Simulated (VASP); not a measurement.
# PbS (I4/mmm) in VASP: further runs

PbS is run at these levels: LDA; tasks: electric field gradients.

All numbers are computed with VASP 6.6.1; they aren't measurements. Logs are shortened: lines on timing, memory, paths and dates and some standing lists are left out, and cuts for length are marked.

**1. The cell of the first run**

The structure is tetragonal, space group I4/mmm (No. 139). Conventional cell: a = 4.193 Å, b = 4.193 Å, c = 5.752 Å, α = 90.00°, β = 90.00°, γ = 90.00°. Within 3.8 Å of Pb (site symmetry 4/mmm) lie 6 S at 2.88 to 2.96 Å. S (site symmetry 4/mmm) has 6 Pb at 2.88 to 2.96 Å within 3.8 Å.

**2. Electric field gradients, LDA (zz strain of -3 %)**

INCAR

```
SYSTEM = PbS
  PREC = Accurate
  ENCUT = 520
  EDIFF = 1E-8
  ISMEAR = -1
  SIGMA = 0.01
  LREAL = .False.
  LASPH = .True.
  NELM = 100
  ALGO = Normal
  ISIF = 2
  LWAVE = .False.
  LCHARG = .False.
  GGA = CA
  LEFG = .True.
  NBANDS = 17
```

KPOINTS

```
Automatic mesh
0
Gamma
  8 8 8
  0 0 0
```

POSCAR

```
PbS
1.0
    0.0000000000      2.9650000000      2.8760500000
    2.9650000000      0.0000000000      2.8760500000
    2.9650000000      2.9650000000      0.0000000000
Pb S
1 1
Direct
    0.0000000000      0.0000000000      0.0000000000
    0.5000000000      0.5000000000      0.5000000000
```

Potentials or basis: VASP PAW LDA potentials, release 64 (Pb_d, S).

Launch:

```console
> cat potpaw_LDA.64/Pb_d/POTCAR potpaw_LDA.64/S/POTCAR > POTCAR
> mpirun -np 1 vasp_std > vasp.out
```

OUTCAR:

```text
SYSTEM = PbS
   PREC = Accurate
   ENCUT = 520
   EDIFF = 1E-8
   ISMEAR = -1
   LREAL = .False.
   LASPH = .True.
   NELM = 100
   ISIF = 2
   GGA = CA

 ion  position               nearest neighbor table
   1  0.000  0.000  0.000-   2 2.88   2 2.88   2 2.96   2 2.96   2 2.96   2 2.96
   2  0.500  0.500  0.500-   1 2.88   1 2.88   1 2.96   1 2.96   1 2.96   1 2.96

  LATTYP: Found a body centered tetragonal cell.
 ALAT       =     4.1931432124
 C/A-ratio  =     1.3717871555

  Lattice vectors:

 A1 = (   0.0000000000,  -2.9650000000,  -2.8760500000)
 A2 = (   0.0000000000,   2.9650000000,  -2.8760500000)
 A3 = (   2.9650000000,   0.0000000000,   2.8760500000)

Analysis of symmetry for initial positions (statically):
=====================================================================
 Subroutine PRICEL returns:
 Original cell was already a primitive cell.

 Routine SETGRP: Setting up the symmetry group for a
 body centered tetragonal supercell.

 Subroutine GETGRP returns: Found 16 space group operations
 (whereof 16 operations were pure point group operations)
 out of a pool of 16 trial point group operations.

The static configuration has the point symmetry D_4h.

Analysis of symmetry for dynamics (positions and initial velocities):
=====================================================================
 Subroutine PRICEL returns:
 Original cell was already a primitive cell.

 Routine SETGRP: Setting up the symmetry group for a
 body centered tetragonal supercell.

 Subroutine GETGRP returns: Found 16 space group operations
 (whereof 16 operations were pure point group operations)
 out of a pool of 16 trial point group operations.

The dynamic configuration has the point symmetry D_4h.

 Subroutine INISYM returns: Found 16 space group operations
 (whereof 16 operations are pure point group operations),
 and found     1 'primitive' translations

----------------------------------------------------------------------------------------

                                     Primitive cell

  volume of cell :      50.5680

  direct lattice vectors                    reciprocal lattice vectors
     0.000000000  2.965000000  2.876050000    -0.168634064  0.168634064  0.173849551
[... 122 lines left out ...]

 number of electron      19.9999995 magnetization

 Free energy of the ion-electron system (eV)
  ---------------------------------------------------
  ext. energy  EPLUGINS =         0.00000000
  ---------------------------------------------------
  free energy    TOTEN  =        -9.98390037 eV

  energy without entropy =       -9.98384374  energy(sigma->0) =       -9.98387205

 E-fermi :   6.1080     XC(G=0): -10.1709

 val. band max:        6.0772308479   @ k =   0.5000   0.0000   0.0000
 cond. band min:       6.1386835863   @ k =   0.5000   0.0000   0.0000
 fundamental gap:      0.0614527384
 Fermi energy:         6.1079572176

 k-point     1 :       0.0000    0.0000    0.0000
  band No.  band energies     occupation
      1     -10.8182      2.00000
      2     -10.8164      2.00000
      3     -10.8140      2.00000
      4     -10.8140      2.00000
      5     -10.8018      2.00000
      6      -7.8454      2.00000
[... 457 lines left out ...]
      4     -10.7844      2.00000
      5     -10.7660      2.00000
      6      -6.8406      2.00000
[... 9 lines left out ...]
     16      15.6364      0.00000
     17      17.6749      0.00000

 [... further k-points ...]

------------------------ aborting loop because EDIFF is reached ----------------------------------------

  FORCE on cell =-STRESS in cart. coord.  units (eV):
  Direction    XX          YY          ZZ          XY          YZ          ZX
  --------------------------------------------------------------------------------------
  -------------------------------------------------------------------------------------
  Total       -0.6536697     -0.6536697      0.7652555      0.0000000     -0.0000000      0.0000000
  in kB      -20.7106216    -20.7106216     24.2460621      0.0000000     -0.0000000      0.0000000
  external PRESSURE =      -5.7250604 kB  Pullay stress =       0.0000000 kB

 VOLUME and BASIS-vectors are now :
 -----------------------------------------------------------------------------
  energy-cutoff  :      520.00
  volume of cell :       50.57
      direct lattice vectors                 reciprocal lattice vectors
     0.000000000  2.965000000  2.876050000    -0.168634064  0.168634064  0.173849551
     2.965000000  0.000000000  2.876050000     0.168634064 -0.168634064  0.173849551
     2.965000000  2.965000000  0.000000000     0.168634064  0.168634064 -0.173849551

 POSITION                                       TOTAL-FORCE (eV/Angst)
 -----------------------------------------------------------------------------------
      0.00000      0.00000      0.00000        -0.000000     -0.000000      0.000000
      2.96500      2.96500      2.87605         0.000000      0.000000      0.000000
 -----------------------------------------------------------------------------------
    total drift:                                0.000000     -0.000000     -0.000000

  FREE ENERGIE OF THE ION-ELECTRON SYSTEM (eV)
  ---------------------------------------------------
  free  energy   TOTEN  =        -9.9839003677 eV

  energy  without entropy=       -9.9838437352  energy(sigma->0) =       -9.98387205

 Electric field gradients (V/A^2)
---------------------------------------------------------------------
 ion       V_xx      V_yy      V_zz      V_xy      V_xz      V_yz
---------------------------------------------------------------------
   1      47.765    47.765   -95.530    -0.000    -0.001    -0.001
   2       2.399     2.399    -4.797    -0.000    -0.000    -0.000
---------------------------------------------------------------------

 Electric field gradients after diagonalization (V/A^2)
 (convention: |V_zz| > |V_xx| > |V_yy|)
----------------------------------------------------------------------
 ion       V_xx      V_yy      V_zz     asymmetry (V_yy - V_xx)/ V_zz
----------------------------------------------------------------------
   1      47.765    47.765   -95.530       0.000
   2       2.399     2.398    -4.797       0.000
----------------------------------------------------------------------

           NMR quadrupolar parameters

 Cq : quadrupolar parameter    Cq=e*Q*V_zz/h
 eta: asymmetry parameters     (V_yy - V_xx)/ V_zz
 Q  : nuclear electric quadrupole moment in mb (millibarn)
----------------------------------------------------------------------
 ion       Cq(MHz)       eta       Q (mb)
----------------------------------------------------------------------
   1      -0.231       0.000       1.000
   2      -0.012       0.000       1.000
----------------------------------------------------------------------
```

OSZICAR:

```text
N       E                     dE             d eps       ncg     rms          rms(c)
DAV:   1     0.157475733917E+03    0.15748E+03   -0.97371E+03  2014   0.124E+03
DAV:   2     0.155874181737E+01   -0.15592E+03   -0.14969E+03  2163   0.320E+02
DAV:   3    -0.101203812573E+02   -0.11679E+02   -0.11588E+02  2561   0.922E+01
DAV:   4    -0.104084226818E+02   -0.28804E+00   -0.28777E+00  2561   0.156E+01
DAV:   5    -0.104187845880E+02   -0.10362E-01   -0.10361E-01  3046   0.285E+00    0.474E+00
DAV:   6    -0.999564790927E+01    0.42314E+00   -0.12246E+00  3227   0.780E+00    0.333E+00
DAV:   7    -0.998762689496E+01    0.80210E-02   -0.10258E-01  2474   0.164E+00    0.179E+00
DAV:   8    -0.998419029569E+01    0.34366E-02   -0.10361E-02  2618   0.104E+00    0.144E-01
DAV:   9    -0.998388031295E+01    0.30998E-03   -0.19028E-03  3136   0.353E-01    0.744E-02
DAV:  10    -0.998390447150E+01   -0.24159E-04   -0.13148E-04  2379   0.770E-02    0.418E-02
DAV:  11    -0.998390051524E+01    0.39563E-05   -0.16748E-05  2823   0.457E-02    0.120E-02
DAV:  12    -0.998390037659E+01    0.13865E-06   -0.97257E-07  3060   0.134E-02    0.235E-03
DAV:  13    -0.998390036664E+01    0.99540E-08   -0.15329E-07  2353   0.243E-03    0.206E-03
DAV:  14    -0.998390036767E+01   -0.10282E-08   -0.61361E-09  2025   0.752E-04
   1 F= -.99839004E+01 E0= -.99838721E+01  d E =-.566324E-04
```

stdout:

```text
POSCAR found type information on POSCAR PbS
 POSCAR found :  2 types and       2 ions
 scaLAPACK will be used
 LDA part: xc-table for (Slater(with rela. corr.)+CA(PZ))
 , standard interpolation
 POSCAR, INCAR and KPOINTS ok, starting setup
 FFT: planning ... GRIDC
 FFT: planning ... GRID_SOFT
 FFT: planning ... GRID
 WAVECAR not read
 entering main loop
ion   1

ion   2
```

Run time: 66 s. Hardware: 1 thread of Intel Xeon 8259CL, shared host; peak memory 0.18 GiB.

Results:

```
Free energy            : -9.9839 eV
Pressure               : -0.6 GPa
Band gap on the k mesh : 0.06 eV, direct
```

Levels at points of the mesh, in eV from the valence-band top:
```tsv
k point	band 7	band 8	band 9	band 10	band 11	band 12	band 13	band 14
(0.00, 0.00, 0.00)	-6.07	-2.56	-2.29	-2.29	4.87	4.87	5.60	6.45
(0.50, 0.00, 0.00)	-9.19	-1.98	-1.92	0.00	0.06	1.60	1.82	8.45
(0.50, 0.50, 0.00)	-7.50	-5.63	-3.78	-3.78	3.44	5.51	5.51	5.74
(0.50, 0.00, 0.50)	-7.32	-5.58	-3.87	-3.55	3.58	5.34	5.40	6.03
```

Electric field gradients, principal values (V/Å²):
| atom | least | middle | greatest (by size) |
| --- | --- | --- | --- |
| 1 Pb | 47.765 | 47.765 | -95.530 |
| 2 S | 2.398 | 2.399 | -4.797 |

Caveat: the cell differs from its parent crystal (zz strain of -3 %); without QUAD_EFG the Cq values of the log hold for a quadrupole moment of 1 mb, not for the nuclei; spin-orbit coupling is left out, which moves the levels of the heavy elements. A k mesh can miss the band edges.

**3. Electric field gradients, LDA (zz strain of -3 %)**

INCAR

```
SYSTEM = PbS
PREC = Accurate
ENCUT = 520
EDIFF = 1E-8
ISMEAR = -1
SIGMA = 0.01
LREAL = .False.
LASPH = .True.
NELM = 80
ALGO = Normal
ISIF = 2
LWAVE = .False.
LCHARG = .False.
LEFG = .True.
NBANDS = 17
```

KPOINTS

```
regular mesh
0
Gamma
  8 8 8
  0 0 0
```

POSCAR is that of step 2.

Potentials or basis: VASP PAW LDA potentials, release 64 (Pb_d, S).

Launch:

```console
> cat potpaw_LDA.64/Pb_d/POTCAR potpaw_LDA.64/S/POTCAR > POTCAR
> mpirun -np 1 vasp_std > vasp.out
```

OUTCAR:

```text
SYSTEM = PbS
   PREC = Accurate
   ENCUT = 520
   EDIFF = 1E-8
   ISMEAR = -1
   LREAL = .False.
   LASPH = .True.
   NELM = 80
   ISIF = 2

 ion  position               nearest neighbor table
   1  0.000  0.000  0.000-   2 2.88   2 2.88   2 2.96   2 2.96   2 2.96   2 2.96
   2  0.500  0.500  0.500-   1 2.88   1 2.88   1 2.96   1 2.96   1 2.96   1 2.96

  LATTYP: Found a body centered tetragonal cell.
 ALAT       =     4.1931432124
 C/A-ratio  =     1.3717871555

  Lattice vectors:

 A1 = (   0.0000000000,  -2.9650000000,  -2.8760500000)
 A2 = (   0.0000000000,   2.9650000000,  -2.8760500000)
 A3 = (   2.9650000000,   0.0000000000,   2.8760500000)
[... 691 lines left out ...]
  free  energy   TOTEN  =        -9.9839003677 eV

  energy  without entropy=       -9.9838437352  energy(sigma->0) =       -9.98387205

 Electric field gradients (V/A^2)
---------------------------------------------------------------------
 ion       V_xx      V_yy      V_zz      V_xy      V_xz      V_yz
---------------------------------------------------------------------
   1      47.765    47.765   -95.530    -0.000    -0.001    -0.001
   2       2.399     2.399    -4.797    -0.000    -0.000    -0.000
---------------------------------------------------------------------

 Electric field gradients after diagonalization (V/A^2)
 (convention: |V_zz| > |V_xx| > |V_yy|)
----------------------------------------------------------------------
 ion       V_xx      V_yy      V_zz     asymmetry (V_yy - V_xx)/ V_zz
----------------------------------------------------------------------
   1      47.765    47.765   -95.530       0.000
   2       2.399     2.398    -4.797       0.000
----------------------------------------------------------------------

           NMR quadrupolar parameters

 Cq : quadrupolar parameter    Cq=e*Q*V_zz/h
 eta: asymmetry parameters     (V_yy - V_xx)/ V_zz
 Q  : nuclear electric quadrupole moment in mb (millibarn)
----------------------------------------------------------------------
 ion       Cq(MHz)       eta       Q (mb)
----------------------------------------------------------------------
   1      -0.231       0.000       1.000
   2      -0.012       0.000       1.000
----------------------------------------------------------------------
```

stdout:

```text
POSCAR found type information on POSCAR PbS
 POSCAR found :  2 types and       2 ions
 scaLAPACK will be used
 LDA part: xc-table for (Slater(with rela. corr.)+CA(PZ))
 , standard interpolation
 POSCAR, INCAR and KPOINTS ok, starting setup
 FFT: planning ... GRIDC
 FFT: planning ... GRID_SOFT
 FFT: planning ... GRID
 WAVECAR not read
 entering main loop
ion   1

ion   2
```

Wall time 64 s (1 thread of Intel Xeon 8259CL, shared host); peak memory 0.18 GiB.

What came out:

* Free energy: -9.9839 eV
* Pressure: -0.6 GPa
* Band gap on the k mesh: 0.06 eV, direct

Levels at points of the mesh, in eV from the valence-band top:
```tsv
k point	band 8	band 9	band 10	band 11	band 12	band 13
(0.00, 0.00, 0.00)	-2.56	-2.29	-2.29	4.87	4.87	5.60
(0.50, 0.00, 0.00)	-1.98	-1.92	0.00	0.06	1.60	1.82
(0.50, 0.50, 0.00)	-5.63	-3.78	-3.78	3.44	5.51	5.51
(0.50, 0.00, 0.50)	-5.58	-3.87	-3.55	3.58	5.34	5.40
```

Electric field gradients, principal values (V/Å²):
```csv
atom,least,middle,greatest (by size)
1 Pb,47.765,47.765,-95.530
2 S,2.398,2.399,-4.797
```

Caveat: the cell differs from its parent crystal (zz strain of -3 %); without QUAD_EFG the Cq values of the log hold for a quadrupole moment of 1 mb, not for the nuclei; spin-orbit coupling is left out, which moves the levels of the heavy elements.
